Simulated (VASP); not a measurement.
Set up this calculation in VASP 6.6.1, as the native input.

- Task: single point
- Functional: PBE
- Potentials or basis: VASP PAW PBE potentials, release 64 (Mn_pv, O)
- Cutoff: 520 eV
- k mesh: 9 × 9 × 9
- Occupations: fermi-dirac, width 0.05 eV
- Spin: collinear spin, ferromagnetic start
- Starting moments: [4.0, 0.0] μB
- Dipole correction: no
- Further INCAR settings: ALGO = Normal; EDIFF = 1e-07; NBANDS = 20

The structure of MnO lies in POSCAR:

```
MnO
1.0
    2.9712935166     -1.7169813801      0.0000000000
    2.9712935166      1.7169813801      0.0000000000
   -1.9846287531      0.0000000000      2.8103092467
Mn O
1 1
Direct
    0.5001990000      0.5001990000      0.5006650000
    0.7498025000      0.7498025000      0.2493360000
```

One way to write it, as run:

INCAR

```
SYSTEM = MnO
ALGO = Normal ; EDIFF = 1E-7
ENCUT = 520 ; GGA = PE
ISIF = 2 ; ISMEAR = -1
ISPIN = 2 ; LASPH = .True.
LCHARG = .False. ; LMAXMIX = 4
LORBIT = 11 ; LREAL = .False.
LWAVE = .False. ; MAGMOM = 4 0
NBANDS = 20 ; NELM = 150
PREC = Accurate ; SIGMA = 0.05
```

KPOINTS

```
k-points
0
Gamma
  9 9 9
  0 0 0
```

Potentials or basis: VASP PAW PBE potentials, release 64 (Mn_pv, O).

Run with:

```bash
$ cat potpaw_PBE.64/Mn_pv/POTCAR potpaw_PBE.64/O/POTCAR > POTCAR
$ mpirun -np 1 vasp_std > vasp.out
```

Results of the run:

| Item | Value |
| --- | --- |
| Pressure | -3.6 GPa |
| Band gap on the k mesh | zero (filled and empty bands overlap) |
| Net moment | 5.00 μB per cell |
| Site moments | Mn +4.44; O +0.18 μB |
| Valence electrons inside the program's atomic spheres | Mn 11.34; O 4.98 |

Caveat: the cell stands under tension; a cell with one magnetic atom can't hold antiferromagnetic order, which such compounds often take; semilocal functionals often make such compounds metallic where correlation or magnetic order opens a gap, which also shifts bond lengths.

It took 5.9 min on 1 thread of Intel Xeon 8259CL, with other jobs on the host, peak memory 0.31 GiB.
